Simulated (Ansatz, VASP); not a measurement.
Given: the input of a run of VASP 6.6.1 on TePb.

The input INCAR:

```
PREC = Accurate
ENCUT = 520
EDIFF = 1E-7
ISMEAR = -1
SIGMA = 0.05
LREAL = F
LASPH = T
NELM = 100
ALGO = Normal
ISIF = 2
LWAVE = F
LCHARG = F
GGA = PE
ALDAC = 0.0
AGGAC = 0.0
NBANDS = 17
```

Contents of KPOINTS:

```
regular mesh
0
Gamma
  7 7 7
```

POSCAR

```
TePb
1.0
    0.0000000000      3.1873324849      3.1873324849
    3.1873324849      0.0000000000      3.1873324849
    3.1873324849      3.1873324849      0.0000000000
Pb Te
1 1
Direct
    0.0000000000      0.0000000000      0.0000000000
    0.5000000000      0.5000000000      0.5000000000
```

Potentials or basis: VASP PAW PBE potentials, release 64 (Pb_d, Te).

Command:

```sh
$ cat potpaw_PBE.64/Pb_d/POTCAR potpaw_PBE.64/Te/POTCAR > POTCAR
$ mpirun -np 1 vasp_std > vasp.out
```

Task: Set up the same calculation for Ansatz 0.2.0. Potentials there: Ansatz PAW.

Result: As run (the cutoff follows the program's own potentials):

The input input.yaml:

```yaml
crystal:
  lattice:
    - [0.0, 3.1873324849, 3.1873324849]
    - [3.1873324849, 0.0, 3.1873324849]
    - [3.1873324849, 3.1873324849, 0.0]
  atoms:
    - { symbol: Pb, position: [0.0, 0.0, 0.0] }
    - { symbol: Te, position: [0.5, 0.5, 0.5] }
hamiltonian:
  xc: { exchange: pbe, correlation: none }
  pseudopotentials: { kind: paw }
kpoints:
  mp_grid: { grid: [7, 7, 7] }
scf:
  occupations: { method: fermi_dirac, width: 0.05 }
output:
  forces: true
  stress: true
  eigenvalues: true
```

Potentials or basis: Ansatz PAW.

The run is started by

```console
$ ansatz run input.yaml --threads 2 --pin off --max-ram 5120MiB --backend cpu --events-out ev --progress --plain --runs-dir out
```

Both were run:

|  | VASP | Ansatz | Ansatz less VASP |
| --- | --- | --- | --- |
| pressure (GPa) | 13.0 | 13.0 | -0.01 |

VASP's potentials were made for PBE, not for PBE exchange alone. VASP's potentials hold 20 valence electrons a cell and Ansatz's 30, so a difference there can come from the potentials and not from the codes.

Spin-orbit coupling is off throughout.
